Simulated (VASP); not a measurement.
# CaRu3: relaxation of cell and atoms with PBE

The system is CaRu3.

```xyz
4
Lattice="4.0330 0.0000 0.0000 0.0000 4.0330 0.0000 0.0000 0.0000 4.0330" Properties=species:S:1:pos:R:3 pbc="T T T"
Ca    0.0000    0.0000    0.0000
Ru    0.0000    2.0165    2.0165
Ru    2.0165    0.0000    2.0165
Ru    2.0165    2.0165    0.0000
```

- Program: VASP 6.6.1
- Task: relaxation of cell and atoms
- Functional: PBE
- Potentials or basis: VASP PAW PBE potentials, release 64 (Ca_sv, Ru_pv)
- Cutoff: 600 eV
- k mesh: 12 × 12 × 12
- Occupations: gaussian, width 0.1 eV
- Spin: no spin polarisation
- Dipole correction: no
- Further INCAR settings: ALGO = Fast; EDIFF = 1e-07; IBRION = 2; EDIFFG = -0.01; NSW = 100; ISIF = 3

* Relaxed volume: 16.24 Å³/atom
* Relaxed cell: a = 4.020 Å, b = 4.020 Å, c = 4.020 Å, α = 90.00°, β = 90.00°, γ = 90.00°
* Space group after relaxing (to 0.1 Å): Pm-3m (No. 221)
* Energy gained by relaxing: 0.8 meV/atom
* Ionic steps: 3
* Pressure after relaxing: 0.0 GPa
* Band gap on the k mesh: zero (bands 26 and 27 overlap by 2.25 eV)

Step by step:
```tsv
step	energy change (eV)	largest force (eV/Å)	pressure (GPa)	volume (Å³)
1	0.0000	0.0000	-1.50	65.60
2	0.0019	0.0000	1.94	64.15
3	-0.0030	0.0000	-0.02	64.96
```

Final structure:
```xyz
4
Lattice="4.0199 0.0000 0.0000 0.0000 4.0199 0.0000 0.0000 0.0000 4.0199" Properties=species:S:1:pos:R:3 pbc="T T T"
Ca    0.0000    0.0000    0.0000
Ru    0.0000    2.0099    2.0099
Ru    2.0099    0.0000    2.0099
Ru    2.0099    2.0099    0.0000
```

Levels at points of the mesh, in eV from the Fermi level:
```tsv
k point	band 23	band 24	band 25	band 26	band 27	band 28	band 29	band 30
(0.00, 0.00, 0.00)	-0.77	0.67	0.67	1.65	2.05	2.05	2.05	4.27
(0.50, 0.00, 0.00)	-1.63	-0.58	-0.47	-0.10	-0.10	-0.05	0.87	2.05
(0.50, 0.50, 0.00)	-1.64	-0.90	-0.65	-0.60	-0.60	0.13	0.21	0.84
(0.50, 0.50, 0.50)	-0.89	-0.19	-0.19	1.03	1.67	1.67	2.38	2.38
```

It took 4.8 min on 1 thread of Intel(R) Xeon(R) 6975P-C (Granite Rapids) (shared host), peak memory 0.32 GiB.
